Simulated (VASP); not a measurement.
NiO: single point with PBE

NiO:

```xyz
4
Lattice="0.0000 4.1800 4.1800 2.0900 0.0000 2.0900 2.0900 2.0900 0.0000" Properties=species:S:1:pos:R:3 pbc="T T T"
Ni    2.0900    2.0900    2.0900
Ni    2.0900    4.1800    4.1800
O     0.0000    0.0000    0.0000
O     0.0000    2.0900    2.0900
```

- Program: VASP 6.6.1
- Task: single point
- Functional: PBE
- Potentials or basis: VASP PAW PBE potentials, release 64 (Ni, O)
- Cutoff: 600 eV
- k mesh: 5 × 9 × 9
- Occupations: gaussian, width 0.02 eV
- Spin: collinear spin, ferromagnetic start
- Starting moments: [2.0, 2.0, 0.0, 0.0] μB

| Quantity | Value |
| --- | --- |
| Pressure | 4.0 GPa |
| Net moment | 3.45 μB per cell |
| Site moments | Ni +1.42; O +0.26 μB |
| Valence electrons inside the program's atomic spheres | Ni 8.98; O 4.98 |

Stress tensor (GPa, compression positive):
```
 3.90 -0.03 -0.03
-0.03  4.07 -0.03
-0.03 -0.03  4.07
```

Levels at points of the mesh, in eV from the Fermi level:
Spin up:
| k point | band 14 | band 15 | band 16 | band 17 | band 18 | band 19 | band 20 | band 21 | band 22 | band 23 |
| --- | --- | --- | --- | --- | --- | --- | --- | --- | --- | --- |
| (0.00, 0.00, 0.00) | -1.96 | -1.96 | -1.43 | 0.28 | 0.28 | 1.51 | 5.58 | 9.93 | 13.99 | 13.99 |
Spin down:
```tsv
k point	band 10	band 11	band 12	band 13	band 14	band 15	band 16	band 17	band 18	band 19
(0.00, 0.00, 0.00)	-1.85	-1.85	-0.96	-0.96	-0.62	-0.62	-0.59	1.85	2.19	2.19
```

Run time: 3.6 min on 1 thread of Intel(R) Xeon(R) 6975P-C (Granite Rapids), with other jobs on the host, peak memory 0.45 GiB.

Caveat: the cell stands under pressure; semilocal functionals often make such compounds metallic where correlation or magnetic order opens a gap, which also shifts bond lengths. With open d or f shells a metallic result of PBE can be an artefact of self-interaction; +U or a hybrid may open a gap.
